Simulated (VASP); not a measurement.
# Si2Mo (mix) (I4/mmm) in VASP: density of states with PBE

Aim: the density of states of Si2Mo (mix) with PBE.

Everything below comes from runs of VASP 6.6.1. Logs are shortened: lines on timing, memory, paths and dates and some standing lists are left out, and cuts for length are marked.

### 1 The cell of the first run

Symmetry: I4/mmm, No. 139, tetragonal system. The conventional cell has a = 3.217 Å, b = 3.217 Å, c = 7.873 Å, α = 90.00°, β = 90.00°, γ = 90.00°. Within 3.4 Å of Si (site symmetry 4mm) lie 9 Si at 2.60 to 3.22 Å and 5 Mo at 2.62 to 2.64 Å. Within 3.5 Å of Mo (site symmetry 4/mmm) lie 10 Si at 2.62 to 2.64 Å and 4 Mo at 3.22 Å.

### 2 Density of states, PBE

File POSCAR:

```
Si2Mo
1.0
   -1.6084238594      1.6084238594      3.9365104793
    1.6084238594     -1.6084238594      3.9365104793
    1.6084238594      1.6084238594     -3.9365104793
Si Mo
2 1
Direct
    0.3350990319      0.3350990319      0.0000000000
    0.6649009681      0.6649009681      0.0000000000
    0.0000000000      0.0000000000      0.0000000000
```

File INCAR.step1:

```
ALGO = Normal
EDIFF = 1E-6
ENCUT = 520
GGA = PE
ISIF = 2
ISMEAR = 0
LASPH = True
LCHARG = True
LMAXMIX = 4
LREAL = False
LWAVE = False
NBANDS = 18
NELM = 100
PREC = Accurate
SIGMA = 0.1
```

File KPOINTS.step1:

```
k-points
0
Gamma
  18 18 18
```

File INCAR.step2:

```
ALGO = Normal
EDIFF = 1E-6
ENCUT = 520
GGA = PE
ICHARG = 11
ISIF = 2
ISMEAR = -5
LASPH = True
LCHARG = False
LMAXMIX = 4
LORBIT = 11
LREAL = False
LWAVE = False
NBANDS = 18
NEDOS = 2001
NELM = 100
PREC = Accurate
SIGMA = 0.1
```

File KPOINTS.step2:

```
k-points
0
Gamma
  27 27 27
```

Potentials or basis: VASP PAW PBE potentials, release 64 (Si, Mo_sv).

On the command line:

```bash
$ cat potpaw_PBE.64/Si/POTCAR potpaw_PBE.64/Mo_sv/POTCAR > POTCAR
$ cp INCAR.step1 INCAR
$ cp KPOINTS.step1 KPOINTS
$ mpirun -np 1 vasp_std > vasp.out
$ cp INCAR.step2 INCAR
$ cp KPOINTS.step2 KPOINTS
$ mpirun -np 1 vasp_std > vasp.out
```

OUTCAR:

```text
EDIFF = 1E-6
   ENCUT = 520
   GGA = PE
   ICHARG = 11
   ISIF = 2
   ISMEAR = -5
   LASPH = True
   LORBIT = 11
   LREAL = False
   NELM = 100
   PREC = Accurate

 ion  position               nearest neighbor table
   1  0.335  0.335  0.000-   2 2.60   3 2.62   3 2.62   3 2.62   3 2.62   3 2.64   2 2.64   2 2.64
                             2 2.64   2 2.64
   2  0.665  0.665  0.000-   1 2.60   3 2.62   3 2.62   3 2.62   3 2.62   3 2.64   1 2.64   1 2.64
                             1 2.64   1 2.64
   3  0.000  0.000  0.000-   2 2.62   2 2.62   2 2.62   1 2.62   2 2.62   1 2.62   1 2.62   1 2.62
                             1 2.64   2 2.64

  LATTYP: Found a body centered tetragonal cell.
 ALAT       =     3.2168477188
 C/A-ratio  =     2.4474335271

  Lattice vectors:

 A1 = (  -1.6084238594,   1.6084238594,   3.9365104793)
 A2 = (   1.6084238594,  -1.6084238594,   3.9365104793)
 A3 = (   1.6084238594,   1.6084238594,  -3.9365104793)

Analysis of symmetry for initial positions (statically):
=====================================================================
 Subroutine PRICEL returns:
 Original cell was already a primitive cell.

 Routine SETGRP: Setting up the symmetry group for a
 body centered tetragonal supercell.

 Subroutine GETGRP returns: Found 16 space group operations
 (whereof 16 operations were pure point group operations)
 out of a pool of 16 trial point group operations.

The static configuration has the point symmetry D_4h.

Analysis of symmetry for dynamics (positions and initial velocities):
=====================================================================
 Subroutine PRICEL returns:
 Original cell was already a primitive cell.

 Routine SETGRP: Setting up the symmetry group for a
 body centered tetragonal supercell.

 Subroutine GETGRP returns: Found 16 space group operations
 (whereof 16 operations were pure point group operations)
 out of a pool of 16 trial point group operations.

The dynamic configuration has the point symmetry D_4h.

 Subroutine INISYM returns: Found 16 space group operations
 (whereof 16 operations are pure point group operations),
 and found     1 'primitive' translations

----------------------------------------------------------------------------------------

                                     Primitive cell

  volume of cell :      40.7354

  direct lattice vectors                    reciprocal lattice vectors
    -1.608423859  1.608423859  3.936510479     0.000000000  0.310863332  0.127016047
     1.608423859 -1.608423859  3.936510479     0.310863332  0.000000000  0.127016047
     1.608423859  1.608423859 -3.936510479     0.310863332  0.310863332  0.000000000

  length of vectors
     4.546445796  4.546445796  4.546445796     0.335811089  0.335811089  0.439627140

  position of ions in fractional coordinates (direct lattice)
     0.335099032  0.335099032  0.000000000
     0.664900968  0.664900968  0.000000000
     0.000000000  0.000000000  0.000000000

  ion indices of the primitive-cell ions
   primitive index   ion index
                 1           1
                 2           2
                 3           3

----------------------------------------------------------------------------------------

 KPOINTS: k-points

Automatic generation of k-mesh.
 Grid dimensions read from file:
 generate k-points for:   27   27   27

 Generating k-lattice:

  Cartesian coordinates                     Fractional coordinates (reciprocal lattice)
     0.000000000  0.011513457  0.004704298     0.037037037  0.000000000  0.000000000
     0.011513457  0.000000000  0.004704298     0.000000000  0.037037037  0.000000000
     0.011513457  0.011513457  0.000000000     0.000000000  0.000000000  0.037037037

  Length of vectors
     0.012437448  0.012437448  0.016282487

  Shift w.r.t. Gamma in fractional coordinates (k-lattice)
     0.000000000  0.000000000  0.000000000

 TETIRR: Found  24933 inequivalent tetrahedra from   118098

 Subroutine IBZKPT returns following result:
 ===========================================

 Found   1470 irreducible k-points:

 Following reciprocal coordinates:
            Coordinates               Weight
  0.000000  0.000000  0.000000      1.000000
  0.037037  0.000000  0.000000      8.000000
  0.074074  0.000000  0.000000      8.000000
  0.111111  0.000000 -0.000000      8.000000
  0.148148  0.000000  0.000000      8.000000
  0.185185  0.000000 -0.000000      8.000000
[... 16 lines left out ...]
  0.333333  0.037037  0.000000     16.000000
  0.370370  0.037037  0.000000     16.000000
 [... further k-points ...]
   k-points           NKPTS =   1470   k-points in BZ     NKDIM =   1470   number of bands    NBANDS=     18
   number of dos      NEDOS =   2001   number of ions     NIONS =      3
   total plane-waves  NPLWV =  46656
   dimension x,y,z NGX =    36 NGY =   36 NGZ =   36
   dimension x,y,z NGXF=    72 NGYF=   72 NGZF=   72
   ions per type =               2   1
   NGX,Y,Z   is equivalent  to a cutoff of  13.16, 13.16, 13.16 a.u.
   NGXF,Y,Z  is equivalent  to a cutoff of  26.33, 26.33, 26.33 a.u.
 SYSTEM =  unknown system
   PREC   = accura    normal or accurate (medium, high low for compatibility)
   ISTART =      0    job   : 0-new  1-cont  2-samecut
   ICHARG =     11    charge: 1-file 2-atom 10-const
   ISPIN  =      1    spin polarized calculation?
   LNONCOLLINEAR =      F non collinear calculations
   LSORBIT =      F    spin-orbit coupling
   LASPH  =      T    aspherical Exc in radial PAW
   ENCUT  =  520.0 eV  38.22 Ry    6.18 a.u.   8.45  8.45  8.45*2*pi/ulx,y,z
   NELM   =    100;   NELMIN=  2; NELMDL=  0     # of ELM steps
   EDIFF  = 0.1E-05   stopping-criterion for ELM
   LREAL  =      F    real-space projection
[... 7 lines left out ...]
   TEBEG  =    0.0;   TEEND  =   0.0 temperature during run
   PSTRESS=    0.0 pullay stress
   NELECT =      22.0000    total number of electrons
   NUPDOWN=      -1.0000    fix difference up-down
   EMIN   =  10.00;   EMAX   =-10.00  energy-range for DOS
   EFERMI =   0.00;   METHOD = LEGACY
   ISMEAR =    -5;   SIGMA  =   0.10  broadening in eV -4-tet -1-fermi 0-gaus
   EFERMI_NEDOS =   21; number of points for ismear=-14 and -15
   IALGO  =     38    algorithm
   IMIX   =      4    mixing-type and parameters
     AMIX     =   0.40;   BMIX     =  1.00
     AMIX_MAG =   1.60;   BMIX_MAG =  1.00
  volume/ion in A,a.u.               =      13.58        91.63
  Fermi-wavevector in a.u.,A,eV,Ry     =   1.333189  2.519361 24.182884  1.777392
  Thomas-Fermi vector in A             =   2.462066
   LORBIT       =     11    0 simple, 1 ext, 2 COOP (PROOUT), +10 PAW based schemes
   GGA     = PE    functional components
   LHFCALC =     F    Hartree Fock is set to
   AEXX    =    0.0000 exact exchange contribution
   IVDW    =     0    specifies the selected vdW correction
   LEPSILON=     F    determine dielectric tensor
   LRPA    =     F    only Hartree local field effects (RPA)
 non-spin polarized calculation
 Fermi weights with tetrahedron method with Bloechl corrections
  energy-cutoff  :      520.00
  volume of cell :       40.74
 maximum number of plane-waves:      1134
 NGX is ok and might be reduce to    36

 number of electron      22.0000000 magnetization

 Free energy of the ion-electron system (eV)
  ---------------------------------------------------
  ext. energy  EPLUGINS =         0.00000000
  ---------------------------------------------------
  free energy    TOTEN  =       -23.26153630 eV

  energy without entropy =      -23.26153630  energy(sigma->0) =      -23.26153630

 E-fermi :  12.0654     XC(G=0): -12.3692

 val. band max:       12.0755126254   @ k =  -0.1852  -0.2222   0.1481
 cond. band min:      12.0522508759   @ k =  -0.4815  -0.4815   0.2963
 fundamental gap:     -0.0232617495
 Fermi energy:        12.0653610038

 k-point     1 :       0.0000    0.0000    0.0000
  band No.  band energies     occupation
      1     -48.6636      2.00000
      2     -22.8048      2.00000
      3     -22.7382      2.00000
      4     -22.7382      2.00000
      5      -1.2493      2.00000
      6       5.7649      2.00000
[... 10 lines left out ...]
     17      17.1212      0.00000
     18      17.1212      0.00000

 k-point     2 :       0.0370    0.0000    0.0000
  band No.  band energies     occupation
      1     -48.6634      2.00000
      2     -22.8045      2.00000
      3     -22.7415      2.00000
      4     -22.7379      2.00000
      5      -1.2245      2.00000
      6       5.7660      2.00000
[... 10 lines left out ...]
     17      17.1356      0.00000
     18      17.2987      0.00000

 k-point     3 :       0.0741    0.0000    0.0000
  band No.  band energies     occupation
      1     -48.6627      2.00000
      2     -22.8038      2.00000
      3     -22.7513      2.00000
      4     -22.7370      2.00000
      5      -1.1505      2.00000
      6       5.7675      2.00000
[... 10 lines left out ...]
     17      17.1927      0.00000
     18      17.7314      0.00000

 k-point     4 :       0.1111    0.0000   -0.0000
  band No.  band energies     occupation
      1     -48.6616      2.00000
      2     -22.8026      2.00000
      3     -22.7670      2.00000
      4     -22.7355      2.00000
      5      -1.0281      2.00000
      6       5.7626      2.00000
[... 375 lines left out ...]
      4     -22.7267      2.00000
      5       0.3221      2.00000
      6       4.9050      2.00000
[... 10 lines left out ...]
     17      18.9312      0.00000
     18      20.9362      0.00000

 k-point    23 :       0.3333    0.0370    0.0000
  band No.  band energies     occupation
      1     -48.6505      2.00000
      2     -22.9204      2.00000
      3     -22.7910      2.00000
      4     -22.7242      2.00000
      5       0.6959      2.00000
      6       4.5583      2.00000
[... 10 lines left out ...]
     17      18.8812      0.00000
     18      21.0987      0.00000

 k-point    24 :       0.3704    0.0370    0.0000
  band No.  band energies     occupation
      1     -48.6489      2.00000
      2     -22.9426      2.00000
      3     -22.7891      2.00000
      4     -22.7220      2.00000
      5       1.0989      2.00000
      6       4.1595      2.00000
[... 10 lines left out ...]
     17      18.7615      0.00000
     18      20.6317      0.00000

 [... further k-points ...]
[... 5 lines left out ...]
  --------------------------------------------------------------------------------------
  -------------------------------------------------------------------------------------
  Total        0.0560952      0.0560952      0.0653860      0.0000000     -0.0000000     -0.0000000
  in kB        2.2062961      2.2062961      2.5717169      0.0000000     -0.0000000     -0.0000000
  external PRESSURE =       2.3281031 kB  Pullay stress =       0.0000000 kB

 VOLUME and BASIS-vectors are now :
 -----------------------------------------------------------------------------
  energy-cutoff  :      520.00
  volume of cell :       40.74
      direct lattice vectors                 reciprocal lattice vectors
    -1.608423859  1.608423859  3.936510479     0.000000000  0.310863332  0.127016047
     1.608423859 -1.608423859  3.936510479     0.310863332  0.000000000  0.127016047
     1.608423859  1.608423859 -3.936510479     0.310863332  0.310863332  0.000000000

 POSITION                                       TOTAL-FORCE (eV/Angst)
 -----------------------------------------------------------------------------------
      0.00000      0.00000      2.63824         0.000000      0.000000      0.004541
      0.00000      0.00000      5.23478        -0.000000     -0.000000     -0.004541
      0.00000      0.00000      0.00000         0.000000      0.000000     -0.000000
 -----------------------------------------------------------------------------------
    total drift:                                0.000000     -0.000000      0.000000

  FREE ENERGIE OF THE ION-ELECTRON SYSTEM (eV)
  ---------------------------------------------------
  free  energy   TOTEN  =       -23.2615363008 eV

  energy  without entropy=      -23.2615363008  energy(sigma->0) =      -23.26153630

 total charge

# of ion       s       p       d       tot
------------------------------------------
    1        0.741   0.869   0.000   1.611
    2        0.741   0.869   0.000   1.611
    3        2.281   6.202   4.163  12.646
--------------------------------------------------
tot          3.764   7.940   4.163  15.867
```

It took 16 min on 1 thread of Intel Xeon Platinum 8488C (Sapphire Rapids), shared host; peak memory 1.1 GiB.

Results:

```yaml
Valence_electrons_inside_the_program's_atomic_spheres: Si 1.61; Mo 12.65
```

Levels at points of the mesh, in eV from the Fermi level:
```tsv
k point	band 8	band 9	band 10	band 11	band 12	band 13	band 14	band 15
(0.00, 0.00, 0.00)	-2.98	-2.58	-2.58	0.36	3.08	3.25	3.48	3.48
```

Caveat: tetrahedron occupations give inexact forces and stress in metals.
